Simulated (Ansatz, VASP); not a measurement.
## NbRu3 in VASP and in Ansatz

INCAR

```
ALGO     = Normal         # electronic algorithm
EDIFF    = 1E-8           # SCF threshold, eV
ENCUT    = 520            # plane-wave cutoff, eV
ISIF     = 2              # what is computed and relaxed
ISMEAR   = -1             # smearing method
LASPH    = True           # aspherical terms in the spheres
LCHARG   = False          # write CHGCAR
LEFG     = True         
LREAL    = False          # projectors in reciprocal space
LWAVE    = False          # write WAVECAR
NBANDS   = 36             # bands
NELM     = 100            # most SCF steps
PREC     = Accurate       # precision mode
SIGMA    = 0.05           # smearing width, eV
```

KPOINTS

```
k-points
0
Gamma
  9 9 9
```

The input POSCAR:

```
NbRu3
1.0
    3.8928904601      0.0000000000      0.0000000000
    0.0000000000      3.8928904601      0.0000000000
    0.0000000000      0.0000000000      3.8928904601
Nb Ru
1 3
Direct
    0.0000000000      0.0000000000      0.0000000000
    0.0000000000      0.5000000000      0.5000000000
    0.5000000000      0.0000000000      0.5000000000
    0.5000000000      0.5000000000      0.0000000000
```

Input for Ansatz:

```yaml
crystal:
  lattice:
    - [3.8928904601, 0.0, 0.0]
    - [0.0, 3.8928904601, 0.0]
    - [0.0, 0.0, 3.8928904601]
  atoms:
    - { symbol: Nb, position: [0.0, 0.0, 0.0] }
    - { symbol: Ru, position: [0.0, 0.5, 0.5] }
    - { symbol: Ru, position: [0.5, 0.0, 0.5] }
    - { symbol: Ru, position: [0.5, 0.5, 0.0] }
kpoints:
  mp_grid: { grid: [9, 9, 9] }
scf:
  occupations: { method: fermi_dirac, width: 0.05 }
hamiltonian:
  xc: lda
  pseudopotentials: { kind: all_electron, datasets: crystal }
output:
  forces: true
  stress: true
  eigenvalues: true
  efg: { contact_densities: true }
```

Change from the starting cell: volume scaled by 1.01, crystal datasets.

Alike in both runs: task electric field gradients; functional LDA; k mesh 9 × 9 × 9; occupations fermi-dirac, width 0.05 eV; no spin polarisation.

```csv
,VASP,Ansatz
version,VASP 6.6.1,Ansatz 0.2.0
potentials or method,"VASP PAW LDA potentials, release 64 (Nb_sv, Ru_pv), cutoff 520 eV","all-electron PAW with datasets made for the crystal, scalar-relativistic"
```

Ansatz gave:

* pressure (GPa): -13.9
* size of Vzz on the site where it differs most (V/Å²): 2.8

Question: Which values does VASP return?

Answer: Pressure (GPa): -13.5; size of Vzz on the site where it differs most (V/Å²): 11.4.

LDA's correlation is that of Perdew and Zunger in VASP and of Perdew and Wang (1992) in Ansatz. Ansatz ran all-electron here, and VASP with PAW potentials.
